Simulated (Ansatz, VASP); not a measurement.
## TiSi2: VASP beside Ansatz

File INCAR:

```
SYSTEM = TiSi2
ALGO = Normal
EDIFF = 1E-6
ENCUT = 520
GGA = PE
ISIF = 2
ISMEAR = 1
LASPH = .True.
LCHARG = .True.
LELF = .True.
LREAL = .False.
LVHAR = .True.
LWAVE = .False.
NBANDS = 17
NELM = 60
PREC = Accurate
SIGMA = 0.13605693122994
```

Contents of KPOINTS:

```
k-points
0
Gamma
  4 4 4
  0 0 0
```

File POSCAR:

```
TiSi2
1.0
   -1.4728720000      1.7121300000      4.2120830000
    1.4728720000     -1.7121300000      4.2120830000
    1.4728720000      1.7121300000     -4.2120830000
Ti Si
1 2
Direct
    0.0000000000      0.0000000000      0.0000000000
    0.3299220000      0.3299220000      0.0000000000
    0.6700780000      0.6700780000      0.0000000000
```

Input for Ansatz:

```yaml
crystal:
  lattice:
    - [-1.472872, 1.71213, 4.212083]
    - [1.472872, -1.71213, 4.212083]
    - [1.472872, 1.71213, -4.212083]
  atoms:
    - { symbol: Ti, position: [0.0, 0.0, 0.0] }
    - { symbol: Si, position: [0.329922, 0.329922, 0.0] }
    - { symbol: Si, position: [0.670078, 0.670078, 0.0] }
basis:
  ecutwfc: 420
kpoints:
  mp_grid: { grid: [4, 4, 4] }
hamiltonian:
  xc: pbe
scf:
  occupations: { method: cold, width: "0.01 Ry" }
output:
  forces: true
  stress: true
  eigenvalues: true
```

Alike in both runs: task single point; functional PBE; k mesh 4 × 4 × 4; no spin polarisation.

|  | VASP | Ansatz |
| --- | --- | --- |
| version | VASP 6.6.1 | Ansatz 0.2.0 |
| potentials or method | VASP PAW PBE potentials, release 64 (Ti_sv, Si), cutoff 520 eV | scalar-relativistic, plane waves, PAW |
| occupations | methfessel-paxton of order 1, width 0.136057 eV | cold |
| valence electrons in the cell | 20 | 20 |

|  | VASP | Ansatz | Ansatz less VASP |
| --- | --- | --- | --- |
| gap on the k mesh at the Fermi level (eV) | none | none | - |
| pressure (GPa) | 0.3 | 0.3 | -0.04 |
| traceless stress, the component that is largest in VASP (GPa) | -2.19 | -1.94 | +0.253 |
| rms of the force components (eV/Å) | 0.069 | 0.067 | -0.0016 |

Atom by atom the forces differ by 0.002 eV/Å (rms over components). A gap of «none» marks a metal or a gap that the smearing closes.

The k mesh is coarse, so the values compare programs but aren't converged.
